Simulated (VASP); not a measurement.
# EuMoN2 (Cmmm) in VASP: a series of runs, part 2 of 2

VASP 6.6.1.

## 3. Single point, PBE, collinear spin, ferromagnetic start

This run uses another cell than the first one, of 21.04 Å³/atom.

The input, INCAR:

```
ALGO     = Normal         # electronic algorithm
EDIFF    = 1E-6           # SCF threshold, eV
ENCUT    = 520            # plane-wave cutoff, eV
GGA      = PE             # functional
ISIF     = 2              # what is computed and relaxed
ISMEAR   = 0              # smearing method
ISPIN    = 2              # spin polarisation
LASPH    = True           # aspherical terms in the spheres
LCHARG   = False          # write CHGCAR
LMAXMIX  = 6              # l up to which the mixer works
LORBIT   = 11             # projections on sites
LREAL    = False          # projectors in reciprocal space
LWAVE    = False          # write WAVECAR
MAGMOM   = 7 1 0 0        # initial moments
NBANDS   = 32             # bands
NELM     = 150            # most SCF steps
PREC     = Accurate       # precision mode
SIGMA    = 0.1            # smearing width, eV
```

The input, KPOINTS:

```
k-points
0
Gamma
  6 6 2
```

The input, POSCAR:

```
EuMoN2
1.0
    2.1880127800     -2.3805848900      0.0000000000
    2.1880127800      2.3805848900      0.0000000000
    0.0000000000      0.0000000000      8.0783746400
Eu Mo N
1 1 2
Direct
    0.5000000000      0.5000000000      0.5000000000
    0.5000000000      0.5000000000      0.0000000000
    0.5000000000      0.5000000000      0.2312968800
    0.5000000000      0.5000000000      0.7687031200
```

Potentials or basis: VASP PAW PBE potentials, release 64 (Eu, Mo_sv, N).

Run with:

```bash
$ cat potpaw_PBE.64/Eu/POTCAR potpaw_PBE.64/Mo_sv/POTCAR potpaw_PBE.64/N/POTCAR > POTCAR
$ mpirun -np 1 vasp_std > vasp.out
```

OUTCAR:

```text
EDIFF = 1E-6
   ENCUT = 520
   GGA = PE
   ISIF = 2
   ISMEAR = 0
   ISPIN = 2
   LASPH = True
   LORBIT = 11
   LREAL = False
   NELM = 150
   PREC = Accurate

 ion  position               nearest neighbor table
   1  0.500  0.500  0.500-   3 2.17   4 2.17
   2  0.500  0.500  0.000-   3 1.87   4 1.87
   3  0.500  0.500  0.231-   2 1.87   1 2.17
   4  0.500  0.500  0.769-   2 1.87   1 2.17

  LATTYP: Found a base centered orthorhombic cell.
 ALAT       =     4.3760255600
 B/A-ratio  =     1.0880123333
 C/A-ratio  =     1.8460528919

  Lattice vectors:

 A1 = (   2.1880127800,  -2.3805848900,   0.0000000000)
 A2 = (   2.1880127800,   2.3805848900,   0.0000000000)
 A3 = (   0.0000000000,   0.0000000000,   8.0783746400)

Analysis of symmetry for initial positions (statically):
=====================================================================
 Subroutine PRICEL returns:
 Original cell was already a primitive cell.

 Routine SETGRP: Setting up the symmetry group for a
 base centered orthorhombic supercell.

 Subroutine GETGRP returns: Found  8 space group operations
 (whereof  8 operations were pure point group operations)
 out of a pool of  8 trial point group operations.

The static configuration has the point symmetry D_2h.

Analysis of symmetry for dynamics (positions and initial velocities):
=====================================================================
 Subroutine PRICEL returns:
 Original cell was already a primitive cell.

 Routine SETGRP: Setting up the symmetry group for a
 base centered orthorhombic supercell.

 Subroutine GETGRP returns: Found  8 space group operations
 (whereof  8 operations were pure point group operations)
 out of a pool of  8 trial point group operations.

The dynamic configuration has the point symmetry D_2h.

Analysis of structural, dynamic, and magnetic symmetry:
[... 166 lines left out ...]
 cond. band min:       2.6495329907   @ k =   0.3333   0.3333   0.5000
 fundamental gap:      0.0262168564
 Fermi energy:         2.6494207891

 spin component 1

 k-point     1 :       0.0000    0.0000    0.0000
  band No.  band energies     occupation
      1     -58.5527      1.00000
      2     -38.7604      1.00000
      3     -32.8582      1.00000
      4     -32.5155      1.00000
      5     -32.4495      1.00000
      6     -17.8754      1.00000
[... 829 lines left out ...]
     31       7.6320      0.00000
     32       7.6451      0.00000

 [... further k-points ...]

 spin component 2

 k-point     1 :       0.0000    0.0000    0.0000
  band No.  band energies     occupation
      1     -58.3915      1.00000
      2     -35.6968      1.00000
      3     -32.7241      1.00000
      4     -32.2991      1.00000
      5     -32.2697      1.00000
      6     -15.9751      1.00000
[... 829 lines left out ...]
     31       8.4299      0.00000
     32       9.1556      0.00000

 [... further k-points ...]

------------------------ aborting loop because EDIFF is reached ----------------------------------------

  FORCE on cell =-STRESS in cart. coord.  units (eV):
  Direction    XX          YY          ZZ          XY          YZ          ZX
  --------------------------------------------------------------------------------------
  -------------------------------------------------------------------------------------
  Total       -0.2211095      0.6671363     -5.1135664     -0.0000000      0.0000000      0.0000000
  in kB       -4.2094997     12.7009917    -97.3524680     -0.0000000      0.0000000      0.0000000
  external PRESSURE =     -29.6203253 kB  Pullay stress =       0.0000000 kB

 VOLUME and BASIS-vectors are now :
 -----------------------------------------------------------------------------
  energy-cutoff  :      520.00
  volume of cell :       84.16
      direct lattice vectors                 reciprocal lattice vectors
     2.188012780 -2.380584890  0.000000000     0.228517861 -0.210032418  0.000000000
     2.188012780  2.380584890  0.000000000     0.228517861  0.210032418  0.000000000
     0.000000000  0.000000000  8.078374640     0.000000000  0.000000000  0.123787277

 POSITION                                       TOTAL-FORCE (eV/Angst)
 -----------------------------------------------------------------------------------
      2.18801      0.00000      4.03919        -0.000000      0.000000      0.000000
      2.18801      0.00000      0.00000         0.000000     -0.000000      0.000000
      2.18801      0.00000      1.86850        -0.000000      0.000000     -1.154304
      2.18801      0.00000      6.20987        -0.000000      0.000000      1.154304
 -----------------------------------------------------------------------------------
    total drift:                               -0.000000     -0.000000     -0.000000

  FREE ENERGIE OF THE ION-ELECTRON SYSTEM (eV)
  ---------------------------------------------------
  free  energy   TOTEN  =       -34.7730766956 eV

  energy  without entropy=      -34.7540881181  energy(sigma->0) =      -34.76358241

 total charge

# of ion       s       p       d       f       tot
--------------------------------------------------
    1        2.078   5.701   0.656   6.515  14.950
    2        2.333   6.170   3.814   0.000  12.317
    3        1.326   2.290   0.000   0.000   3.616
    4        1.326   2.290   0.000   0.000   3.616
--------------------------------------------------
tot          7.062  16.452   4.470   6.515  34.499

 magnetization (x)

# of ion       s       p       d       f       tot
--------------------------------------------------
    1        0.026  -0.085   0.265   6.403   6.610
    2        0.001   0.011   0.227   0.000   0.239
    3       -0.005  -0.127   0.000   0.000  -0.132
    4       -0.005  -0.127   0.000   0.000  -0.132
--------------------------------------------------
tot          0.017  -0.327   0.493   6.403   6.586
```

It took 5.9 min on 1 thread of AMD EPYC 7R13 (Zen 3), shared host; peak memory 0.26 GiB.

Results:

- Free energy: -34.7731 eV
- Pressure: -3.0 GPa
- Largest force: 1.154 eV/Å
- Net moment: 7.21 μB per cell
- Site moments: Eu +6.61; Mo +0.24; N -0.13 μB
- Valence electrons inside the program's atomic spheres: Eu 14.95; Mo 12.32; N 3.62

Forces on the atoms (eV/Å):
```
Eu   0.000  0.000  0.000
Mo   0.000  0.000  0.000
N    0.000  0.000 -1.154
N    0.000  0.000  1.154
```

Levels at points of the mesh, in eV from the Fermi level:
Spin up:
```
           k point  band 20  band 21  band 22  band 23  band 24  band 25  band 26  band 27  band 28  band 29
(0.00, 0.00, 0.00)    -0.75    -0.68    -0.56    -0.55    -0.03     0.48     0.55     0.56     1.29     2.79
(0.50, 0.00, 0.00)    -0.61    -0.60    -0.43    -0.11     0.36     0.40     0.68     0.94     3.03     3.07
(0.50, 0.50, 0.00)    -0.69    -0.62    -0.49    -0.37    -0.28     0.94     1.15     1.25     2.28     5.21
(0.00, 0.00, 0.50)    -0.60    -0.55    -0.48    -0.48    -0.41    -0.34    -0.22    -0.04     1.29     3.60
(0.50, 0.00, 0.50)    -0.60    -0.49    -0.43    -0.17    -0.10    -0.05     0.37     1.83     2.05     3.74
(0.50, 0.50, 0.50)    -0.75    -0.73    -0.58    -0.53    -0.49    -0.10     2.28     2.58     2.76     3.34
```
Spin down:
```
           k point  band 14  band 15  band 16  band 17  band 18  band 19  band 20  band 21
(0.00, 0.00, 0.00)    -1.98    -1.47    -0.70    -0.33    -0.22    -0.03     1.48     1.68
(0.50, 0.00, 0.00)    -1.86    -1.35    -0.09     0.15     0.74     0.94     1.47     3.17
(0.50, 0.50, 0.00)    -1.98    -1.69    -1.41     0.15     0.28     1.39     1.67     2.35
(0.00, 0.00, 0.50)    -1.94    -1.87    -1.47    -0.73    -0.60    -0.48     1.47     1.68
(0.50, 0.00, 0.50)    -1.76    -1.67    -1.26    -0.33     0.74     1.48     2.03     2.67
(0.50, 0.50, 0.50)    -2.48    -2.17    -1.46    -1.40     0.13     2.31     2.35     2.44
```

Caveat: the k points lie up to 0.39 Å⁻¹ apart; spin-orbit coupling is left out, which moves the levels of the heavy elements; a cell with one magnetic atom can't hold antiferromagnetic order, which such compounds often take; semilocal functionals describe open f shells poorly, which spoils levels, moments and volumes; forces of over 1 eV/Å act on the atoms, so gaps and moduli don't describe the material at rest. The state reached can hang on the start; a lower one may exist.
